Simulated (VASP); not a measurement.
Wanted: the native input for a VASP 6.6.1 run.

```yaml
Task: single point
Functional: PBE
Potentials_or_basis: VASP PAW PBE potentials, release 64 (Ca_sv, Sn_d, N)
Cutoff: 520 eV
k_mesh: 10 × 10 × 10
Occupations: gaussian, width 0.1 eV
Spin: no spin polarisation
Dipole_correction: no
Further_INCAR_settings: ALGO = Normal; EDIFF = 1e-06; NBANDS = 34
```

The structure of Ca2Sn2N lies in POSCAR:

```
Ca2Sn2N
1.0
   -2.5182072845      2.5182072845      4.4030590047
    2.5182072845     -2.5182072845      4.4030590047
    2.5182072845      2.5182072845     -4.4030590047
Ca Sn N
2 2 1
Direct
    0.0000000000      0.5000000000      0.5000000000
    0.5000000000      0.0000000000      0.5000000000
    0.2473512516      0.2473512516      0.0000000000
    0.7526487484      0.7526487484      0.0000000000
    0.5000000000      0.5000000000      0.0000000000
```

The cell was built from a structure type or drawn by symmetry, and may not be a known phase.

These files were run (other wordings do the same):

INCAR

```
SYSTEM = Ca2Sn2N
PREC = Accurate ; ENCUT = 520
EDIFF = 1E-6 ; ISMEAR = 0
SIGMA = 0.1 ; LREAL = .FALSE.
LASPH = .TRUE. ; NELM = 60
ALGO = Normal ; ISIF = 2
LWAVE = .FALSE. ; LCHARG = .TRUE.
GGA = PE ; LELF = .TRUE.
LVHAR = .TRUE. ; NBANDS = 34
```

KPOINTS

```
regular mesh
0
G
  10 10 10
  0 0 0
```

Potentials or basis: VASP PAW PBE potentials, release 64 (Ca_sv, Sn_d, N).

Run with:

```sh
$ cat potpaw_PBE.64/Ca_sv/POTCAR potpaw_PBE.64/Sn_d/POTCAR potpaw_PBE.64/N/POTCAR > POTCAR
$ mpirun -np 1 vasp_std > vasp.out
```

It gave:

```yaml
Pressure: 0.1 GPa
Largest_force: 0.011 eV/Å
Band_gap_on_the_k_mesh: zero (an odd number of electrons rules out a gap without spin polarisation)
```

Caveat: spin-orbit coupling is left out, which moves the levels of the heavy elements.

It took 13 min on 1 thread of Oxide Virtual Turin-like Processor, with other jobs on the host, peak memory 0.47 GiB.
